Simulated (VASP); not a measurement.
# PbO3 (I4/mmm) in VASP: a series of runs

PbO3 is run at these levels: PBE; tasks: single point, relaxation of cell and atoms.

Program: VASP 6.6.1. These are calculated values, not measurements. Logs are shortened: lines on timing, memory, paths and dates and some standing lists are left out, and cuts for length are marked.

## (1) The cell of the first run

It takes space group I4/mmm (No. 139, tetragonal). The conventional cell has a = 3.212 Å, b = 3.212 Å, c = 9.186 Å, α = 90.00°, β = 90.00°, γ = 90.00°. Pb (site symmetry 4/mmm) has 12 O at 2.27 to 2.80 Å within 3.0 Å. O (site symmetry 4/mmm) has 4 Pb at 2.27 Å and 8 O at 2.80 Å within 3.0 Å. Within 3.0 Å of O (site symmetry -4m2) lie 8 O at 2.27 to 2.80 Å and 4 Pb at 2.80 Å.

## (2) Single point, PBE

The input, INCAR:

```
SYSTEM = PbO3
  ALGO = Normal
  EDIFF = 1E-6
  ENCUT = 520
  GGA = PE
  ISIF = 2
  ISMEAR = 0
  LASPH = .True.
  LCHARG = .False.
  LREAL = .False.
  LWAVE = .False.
  NBANDS = 24
  NELM = 60
  PREC = Accurate
  SIGMA = 0.1
```

The input, KPOINTS:

```
k-points
0
Gamma
  6 6 6
  0 0 0
```

The input, POSCAR:

```
PbO3
1.0
   -1.6060816271      1.6060816271      4.5928901042
    1.6060816271     -1.6060816271      4.5928901042
    1.6060816271      1.6060816271     -4.5928901042
Pb O
1 3
Direct
    0.0000000000      0.0000000000      0.0000000000
    0.5000000000      0.5000000000      0.0000000000
    0.2500000000      0.7500000000      0.5000000000
    0.7500000000      0.2500000000      0.5000000000
```

Potentials or basis: VASP PAW PBE potentials, release 64 (Pb_d, O).

Run with:

```sh
$ cat potpaw_PBE.64/Pb_d/POTCAR potpaw_PBE.64/O/POTCAR > POTCAR
$ mpirun -np 1 vasp_std > vasp.out
```

OUTCAR:

```text
SYSTEM = PbO3
   EDIFF = 1E-6
   ENCUT = 520
   GGA = PE
   ISIF = 2
   ISMEAR = 0
   LASPH = .True.
   LREAL = .False.
   NELM = 60
   PREC = Accurate

 ion  position               nearest neighbor table
   1  0.000  0.000  0.000-   2 2.27   2 2.27   2 2.27   2 2.27   4 2.80   3 2.80   4 2.80   3 2.80
                             4 2.80   4 2.80   3 2.80   3 2.80
   2  0.500  0.500  0.000-   1 2.27   1 2.27   1 2.27   1 2.27
   3  0.250  0.750  0.500-   1 2.80   1 2.80   1 2.80   1 2.80
   4  0.750  0.250  0.500-   1 2.80   1 2.80   1 2.80   1 2.80

  LATTYP: Found a body centered tetragonal cell.
 ALAT       =     3.2121632542
 C/A-ratio  =     2.8596865979

  Lattice vectors:

 A1 = (  -1.6060816271,   1.6060816271,   4.5928901042)
 A2 = (   1.6060816271,  -1.6060816271,   4.5928901042)
 A3 = (   1.6060816271,   1.6060816271,  -4.5928901042)

Analysis of symmetry for initial positions (statically):
=====================================================================
 Subroutine PRICEL returns:
 Original cell was already a primitive cell.

 Routine SETGRP: Setting up the symmetry group for a
 body centered tetragonal supercell.

 Subroutine GETGRP returns: Found 16 space group operations
 (whereof 16 operations were pure point group operations)
 out of a pool of 16 trial point group operations.

The static configuration has the point symmetry D_4h.

Analysis of symmetry for dynamics (positions and initial velocities):
=====================================================================
 Subroutine PRICEL returns:
 Original cell was already a primitive cell.

 Routine SETGRP: Setting up the symmetry group for a
 body centered tetragonal supercell.

 Subroutine GETGRP returns: Found 16 space group operations
 (whereof 16 operations were pure point group operations)
 out of a pool of 16 trial point group operations.

The dynamic configuration has the point symmetry D_4h.

 Subroutine INISYM returns: Found 16 space group operations
 (whereof 16 operations are pure point group operations),
 and found     1 'primitive' translations

----------------------------------------------------------------------------------------

                                     Primitive cell

  volume of cell :      47.3894

  direct lattice vectors                    reciprocal lattice vectors
    -1.606081627  1.606081627  4.592890104     0.000000000  0.311316680  0.108863915
     1.606081627 -1.606081627  4.592890104     0.311316680  0.000000000  0.108863915
     1.606081627  1.606081627 -4.592890104     0.311316680  0.311316680  0.000000000

  length of vectors
     5.123830198  5.123830198  5.123830198     0.329802103  0.329802103  0.440268271

  position of ions in fractional coordinates (direct lattice)
     0.000000000  0.000000000  0.000000000
     0.500000000  0.500000000  0.000000000
     0.250000000  0.750000000  0.500000000
     0.750000000  0.250000000  0.500000000

  ion indices of the primitive-cell ions
   primitive index   ion index
                 1           1
                 2           2
                 3           3
                 4           4

----------------------------------------------------------------------------------------

 KPOINTS: k-points

Automatic generation of k-mesh.
 Grid dimensions read from file:
 generate k-points for:    6    6    6

 Generating k-lattice:

  Cartesian coordinates                     Fractional coordinates (reciprocal lattice)
     0.000000000  0.051886113  0.018143986     0.166666667  0.000000000  0.000000000
     0.051886113  0.000000000  0.018143986     0.000000000  0.166666667  0.000000000
     0.051886113  0.051886113  0.000000000     0.000000000  0.000000000  0.166666667

  Length of vectors
     0.054967017  0.054967017  0.073378045

  Shift w.r.t. Gamma in fractional coordinates (k-lattice)
     0.000000000  0.000000000  0.000000000

 Subroutine IBZKPT returns following result:
 ===========================================

 Found     30 irreducible k-points:

 Following reciprocal coordinates:
            Coordinates               Weight
  0.000000  0.000000  0.000000      1.000000
  0.166667  0.000000  0.000000      8.000000
  0.333333 -0.000000  0.000000      8.000000
  0.500000  0.000000  0.000000      4.000000
  0.166667  0.166667  0.000000      8.000000
  0.333333  0.166667  0.000000     16.000000
[... 16 lines left out ...]
 -0.333333 -0.333333  0.166667      8.000000
 -0.166667 -0.333333  0.166667      8.000000
 [... further k-points ...]
   k-points           NKPTS =     30   k-points in BZ     NKDIM =     30   number of bands    NBANDS=     24
   number of dos      NEDOS =    301   number of ions     NIONS =      4
   total plane-waves  NPLWV =  64000
   dimension x,y,z NGX =    40 NGY =   40 NGZ =   40
   dimension x,y,z NGXF=    80 NGYF=   80 NGZF=   80
   ions per type =               1   3
   NGX,Y,Z   is equivalent  to a cutoff of  12.98, 12.98, 12.98 a.u.
   NGXF,Y,Z  is equivalent  to a cutoff of  25.96, 25.96, 25.96 a.u.
 SYSTEM =  PbO3
   PREC   = accura    normal or accurate (medium, high low for compatibility)
   ISTART =      0    job   : 0-new  1-cont  2-samecut
   ICHARG =      2    charge: 1-file 2-atom 10-const
   ISPIN  =      1    spin polarized calculation?
   LNONCOLLINEAR =      F non collinear calculations
   LSORBIT =      F    spin-orbit coupling
   LASPH  =      T    aspherical Exc in radial PAW
   ENCUT  =  520.0 eV  38.22 Ry    6.18 a.u.   9.53  9.53  9.53*2*pi/ulx,y,z
   NELM   =     60;   NELMIN=  2; NELMDL= -5     # of ELM steps
   EDIFF  = 0.1E-05   stopping-criterion for ELM
   LREAL  =      F    real-space projection
   EDIFFG = 0.1E-04   stopping-criterion for IOM
   NSW    =      0    number of steps for IOM
   IBRION =     -1    ionic relax: 0-MD 1-quasi-New 2-CG
   NFREE  =      0    steps in history (QN), initial steepest desc. (CG)
   ISIF   =      2    stress and relaxation
   ISYM   =      2    0-nonsym 1-usesym 2-fastsym
   POTIM  = 0.5000    time-step for ionic-motion
   TEBEG  =    0.0;   TEEND  =   0.0 temperature during run
   PSTRESS=    0.0 pullay stress
   NELECT =      32.0000    total number of electrons
   NUPDOWN=      -1.0000    fix difference up-down
   EMIN   =  10.00;   EMAX   =-10.00  energy-range for DOS
   EFERMI =   0.00;   METHOD = LEGACY
   ISMEAR =     0;   SIGMA  =   0.10  broadening in eV -4-tet -1-fermi 0-gaus
   EFERMI_NEDOS =   21; number of points for ismear=-14 and -15
   IALGO  =     38    algorithm
   IMIX   =      4    mixing-type and parameters
     AMIX     =   0.40;   BMIX     =  1.00
     AMIX_MAG =   1.60;   BMIX_MAG =  1.00
  volume/ion in A,a.u.               =      11.85        79.95
  Fermi-wavevector in a.u.,A,eV,Ry     =   1.436253  2.714125 28.066422  2.062824
  Thomas-Fermi vector in A             =   2.555462
   LORBIT       =      0    0 simple, 1 ext, 2 COOP (PROOUT), +10 PAW based schemes
   GGA     = PE    functional components
   LHFCALC =     F    Hartree Fock is set to
   AEXX    =    0.0000 exact exchange contribution
   IVDW    =     0    specifies the selected vdW correction
   LEPSILON=     F    determine dielectric tensor
   LRPA    =     F    only Hartree local field effects (RPA)
 non-spin polarized calculation
 Gauss-broadening in eV      SIGMA  =   0.10
  energy-cutoff  :      520.00
  volume of cell :       47.39
 maximum number of plane-waves:      1291
 NGX is ok and might be reduce to    40
   NGX = 19   NGY = 19   NGZ = 19

 number of electron      32.0000000 magnetization

 Free energy of the ion-electron system (eV)
  ---------------------------------------------------
  ext. energy  EPLUGINS =         0.00000000
  ---------------------------------------------------
  free energy    TOTEN  =       -16.63935587 eV

  energy without entropy =      -16.63099793  energy(sigma->0) =      -16.63517690

 E-fermi :   4.9145     XC(G=0): -11.5108

 val. band max:        4.8403550779   @ k =  -0.3333   0.3333   0.3333
 cond. band min:       4.9762773371   @ k =  -0.3333   0.5000   0.3333
 fundamental gap:      0.1359222593
 Fermi energy:         4.9145359917

 k-point     1 :       0.0000    0.0000    0.0000
  band No.  band energies     occupation
      1     -14.2204      2.00000
      2     -12.9763      2.00000
      3     -11.3376      2.00000
      4     -10.7459      2.00000
      5     -10.7459      2.00000
      6     -10.7336      2.00000
[... 16 lines left out ...]
     23      18.8562      0.00000
     24      19.8511      0.00000

 k-point     2 :       0.1667    0.0000    0.0000
  band No.  band energies     occupation
      1     -13.9565      2.00000
      2     -12.7956      2.00000
      3     -11.2643      2.00000
      4     -10.8625      2.00000
      5     -10.8373      2.00000
      6     -10.7400      2.00000
[... 16 lines left out ...]
     23      19.5867      0.00000
     24      20.2775      0.00000

 k-point     3 :       0.3333   -0.0000    0.0000
  band No.  band energies     occupation
      1     -13.2865      2.00000
      2     -12.3077      2.00000
      3     -11.2401      2.00000
      4     -11.0731      2.00000
      5     -11.0344      2.00000
      6     -10.7283      2.00000
[... 16 lines left out ...]
     23      20.6551      0.00000
     24      21.0696      0.00000
[... 514 lines left out ...]
 k-point    23 :      -0.3333   -0.3333    0.1667
  band No.  band energies     occupation
      1     -13.6449      2.00000
      2     -12.7123      2.00000
      3     -11.2278      2.00000
      4     -10.9677      2.00000
      5     -10.8192      2.00000
      6     -10.7580      2.00000
[... 16 lines left out ...]
     23      20.6437      0.00000
     24      20.8200      0.00000

 k-point    24 :      -0.1667   -0.3333    0.1667
  band No.  band energies     occupation
      1     -13.8626      2.00000
      2     -12.8393      2.00000
      3     -11.2934      2.00000
      4     -10.8373      2.00000
      5     -10.8196      2.00000
      6     -10.7371      2.00000
[... 16 lines left out ...]
     23      20.0390      0.00000
     24      20.5058      0.00000

 [... further k-points ...]

------------------------ aborting loop because EDIFF is reached ----------------------------------------

  FORCE on cell =-STRESS in cart. coord.  units (eV):
  Direction    XX          YY          ZZ          XY          YZ          ZX
  --------------------------------------------------------------------------------------
  -------------------------------------------------------------------------------------
  Total        0.0162353      0.0162353      0.0268774      0.0000000     -0.0000000     -0.0000000
  in kB        0.5488946      0.5488946      0.9086905      0.0000000     -0.0000000     -0.0000000
  external PRESSURE =       0.6688266 kB  Pullay stress =       0.0000000 kB

 VOLUME and BASIS-vectors are now :
 -----------------------------------------------------------------------------
  energy-cutoff  :      520.00
  volume of cell :       47.39
      direct lattice vectors                 reciprocal lattice vectors
    -1.606081627  1.606081627  4.592890104     0.000000000  0.311316680  0.108863915
     1.606081627 -1.606081627  4.592890104     0.311316680  0.000000000  0.108863915
     1.606081627  1.606081627 -4.592890104     0.311316680  0.311316680  0.000000000

 POSITION                                       TOTAL-FORCE (eV/Angst)
 -----------------------------------------------------------------------------------
      0.00000      0.00000      0.00000        -0.000000      0.000000     -0.000000
      0.00000      0.00000      4.59289        -0.000000      0.000000     -0.000000
      1.60608      0.00000      2.29645         0.000000     -0.000000      0.000000
      0.00000      1.60608      2.29645         0.000000     -0.000000      0.000000
 -----------------------------------------------------------------------------------
    total drift:                               -0.000000     -0.000000      0.000000

  FREE ENERGIE OF THE ION-ELECTRON SYSTEM (eV)
  ---------------------------------------------------
  free  energy   TOTEN  =       -16.6393558673 eV

  energy  without entropy=      -16.6309979282  energy(sigma->0) =      -16.63517690
```

Wall time 88 s (1 thread of Intel Xeon Platinum 8259CL at 2.50GHz (Skylake/Cascade Lake), shared host); peak memory 0.24 GiB.

Results:

```
Free energy            : -16.6394 eV
Pressure               : 0.1 GPa
Band gap on the k mesh : zero (bands 16 and 17 overlap by 0.50 eV)
```

Levels at points of the mesh, in eV from the Fermi level:
| k point | band 14 | band 15 | band 16 | band 17 | band 18 | band 19 |
| --- | --- | --- | --- | --- | --- | --- |
| (0.00, 0.00, 0.00) | -2.85 | -0.35 | -0.23 | 1.07 | 1.07 | 7.50 |
| (0.50, 0.00, 0.00) | -1.24 | -1.17 | -0.97 | -0.19 | 2.47 | 4.17 |
| (0.50, 0.50, 0.00) | -1.41 | -1.33 | -0.92 | 1.63 | 1.64 | 6.75 |
| (0.50, 0.50, 0.50) | -2.36 | -0.45 | -0.40 | 1.09 | 1.09 | 5.78 |

Caveat: semilocal functionals underestimate gaps, and a narrow one can read as zero; spin-orbit coupling is left out, which moves the levels of the heavy elements.

## (3) Single point, PBE

This run uses another cell than the first one, of 13.43 Å³/atom.

The input, INCAR:

```
PREC = Accurate
ENCUT = 520
EDIFF = 1E-6
ISMEAR = 0
SIGMA = 0.1
LREAL = F
LASPH = T
NELM = 100
ALGO = Normal
ISIF = 2
LWAVE = F
LCHARG = F
GGA = PE
NBANDS = 24
```

The input, KPOINTS:

```
regular mesh
0
Gamma
  8 8 8
```

The input, POSCAR:

```
PbO3
1.0
   -1.8183020372      1.8183020372      4.0616616934
    1.8183020372     -1.8183020372      4.0616616934
    1.8183020372      1.8183020372     -4.0616616934
Pb O
1 3
Direct
    0.0000000000      0.0000000000      0.0000000000
    0.5000000000      0.5000000000      0.0000000000
    0.2500000000      0.7500000000      0.5000000000
    0.7500000000      0.2500000000      0.5000000000
```

Potentials or basis: VASP PAW PBE potentials, release 64 (Pb_d, O).

Run with:

```sh
$ cat potpaw_PBE.64/Pb_d/POTCAR potpaw_PBE.64/O/POTCAR > POTCAR
$ mpirun -np 1 vasp_std > vasp.out
```

Wall time 1.7 min (1 thread of Intel Xeon Platinum 8259CL at 2.50GHz (Skylake/Cascade Lake), shared host); peak memory 0.24 GiB.

Results (log left out):

```yaml
Free_energy: -15.9732 eV
Pressure: -12.5 GPa
Band_gap_on_the_k_mesh: zero (bands 16 and 17 overlap by 0.38 eV)
```

Stress tensor (GPa, compression positive):
```
-14.89   0.00   0.00
  0.00 -14.89   0.00
  0.00   0.00  -7.84
```

Levels at points of the mesh, in eV from the Fermi level:
| k point | band 14 | band 15 | band 16 | band 17 | band 18 | band 19 |
| --- | --- | --- | --- | --- | --- | --- |
| (0.00, 0.00, 0.00) | -2.13 | -0.96 | 0.04 | 0.14 | 0.14 | 7.23 |
| (0.50, 0.00, 0.00) | -1.34 | -0.64 | -0.59 | 0.09 | 1.00 | 4.69 |
| (0.50, 0.50, 0.00) | -1.34 | -0.60 | -0.16 | 0.53 | 0.55 | 6.77 |
| (0.50, 0.50, 0.50) | -1.10 | -0.89 | 0.22 | 0.22 | 0.48 | 5.81 |

Caveat: the stress differs along the axes, from -15 to -8 GPa; semilocal functionals underestimate gaps, and a narrow one can read as zero; spin-orbit coupling is left out, which moves the levels of the heavy elements.

## (4) Relaxation of cell and atoms, PBE

This run uses another cell than the first one, of 13.43 Å³/atom.

The input, INCAR:

```
SYSTEM = PbO3
PREC = Accurate ; ENCUT = 600
EDIFF = 1E-7 ; ISMEAR = 0
SIGMA = 0.1 ; LREAL = .FALSE.
LASPH = .TRUE. ; NELM = 100
ALGO = Normal ; ISIF = 3
LWAVE = .FALSE. ; LCHARG = .FALSE.
GGA = PE ; IBRION = 2
NSW = 90 ; EDIFFG = -0.04
```

The input, KPOINTS:

```
Automatic mesh
0
G
  6 6 6
  0 0 0
```

POSCAR is that of step 3.

Run with:

```sh
$ cat potpaw_PBE.64/Pb_d/POTCAR potpaw_PBE.64/O/POTCAR > POTCAR
$ mpirun -np 1 vasp_std > vasp.out
```

It took 9.1 min on 1 thread of Intel Xeon Platinum 8259CL at 2.50GHz (Skylake/Cascade Lake), shared host; peak memory 0.26 GiB.

Results (log left out):

- Free energy: -16.6540 eV
- Relaxed volume: 11.86 Å³/atom
- Relaxed cell: a = 5.125 Å, b = 5.125 Å, c = 5.125 Å, α = 143.47°, β = 143.47°, γ = 52.63°
- Space group after relaxing (to 0.1 Å): I4/mmm (No. 139)
- Energy gained by relaxing: 169.3 meV/atom
- Ionic steps: 11
- Pressure after relaxing: -0.2 GPa
- Band gap on the k mesh: zero (bands 16 and 17 overlap by 0.49 eV)

Stress tensor (GPa, compression positive):
```
-0.11  0.00  0.00
 0.00 -0.11  0.00
 0.00  0.00 -0.26
```

The path:
```
step  energy change (eV)  largest force (eV/Å)  pressure (GPa)  volume (Å³)
   1              0.0000                0.0000          -12.82        53.72
   2             -0.4627                0.0000           -1.56        45.77
   3             -0.4707                0.0000            0.90        44.84
   4             -0.5083                0.0000            0.96        44.91
   5             -0.6004                0.0000            2.31        44.97
   6             -0.4839                0.0000           13.22        44.53
   7             -0.6246                0.0000            3.46        44.94
   8             -0.6138                0.0000            7.90        44.75
   9             -0.6357                0.0000            4.77        44.88
  10             -0.6687                0.0000            2.08        46.18
  11             -0.6774                0.0000           -0.16        47.43
```

Final structure:
```
CELL_PARAMETERS angstrom
-1.60646 1.60646 4.59427
1.60646 -1.60646 4.59427
1.60646 1.60646 -4.59427
ATOMIC_POSITIONS crystal
Pb 0.00000 0.00000 0.00000
O 0.50000 0.50000 0.00000
O 0.25000 0.75000 0.50000
O 0.75000 0.25000 0.50000
```

Levels at points of the mesh, in eV from the Fermi level:
```csv
k point,band 14,band 15,band 16,band 17,band 18,band 19
"(0.00, 0.00, 0.00)",-2.84,-0.35,-0.22,1.07,1.07,7.50
"(0.50, 0.00, 0.00)",-1.24,-1.17,-0.97,-0.19,2.47,4.17
"(0.50, 0.50, 0.00)",-1.40,-1.33,-0.92,1.63,1.64,6.75
"(0.50, 0.50, 0.50)",-2.36,-0.45,-0.39,1.09,1.09,5.78
```

Caveat: semilocal functionals underestimate gaps, and a narrow one can read as zero; spin-orbit coupling is left out, which moves the levels of the heavy elements.

(Part 1 of 2 ends here.)

The gap in the log of VASP goes by the Fermi energy; the results here count the filled bands.